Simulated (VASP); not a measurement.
Runs of VASP 6.6.1 on SrZr2O3. The structure is that of space group P6/mmm (No. 191), or close to it. The cells are those of the table. 

| cell | k mesh | gap on the mesh (eV) | pressure (GPa) |
| --- | --- | --- | --- |
| a = 5.644, b = 5.644, c = 3.192 Å, angles 90.0, 90.0, 120.0°, 6 atoms | 3 × 3 × 4 | none | 0.1 |
| a = 5.637, b = 5.637, c = 3.197 Å, angles 90.0, 90.0, 120.0°, 6 atoms | 3 × 3 × 4 | none | 0.2 |
| a = 5.571, b = 5.571, c = 3.124 Å, angles 90.0, 90.0, 120.0°, 6 atoms | 3 × 3 × 2 | none | (a) |
| a = 6.835, b = 6.835, c = 3.661 Å, angles 90.0, 90.0, 120.0°, 6 atoms | 3 × 3 × 3 | none | 0.2 |
| a = 5.469, b = 5.469, c = 3.274 Å, angles 90.0, 90.0, 120.0°, 6 atoms | 3 × 3 × 4 | none | 0.2 |

Alike in all rows: task single point; level PBE; potentials or basis VASP PAW PBE potentials, release 64 (Sr_sv, Zr_sv, O); no spin polarisation; cutoff (eV) 600; smearing gaussian 0.15 eV.

Fill in the values left out.

(a) 0.5.

Caveats: all runs use coarse meshes.

A k mesh can miss the band edges, and the runs leave out spin-orbit coupling on Sr, Zr.

A gap of «none» marks levels without a gap at the run's occupations.
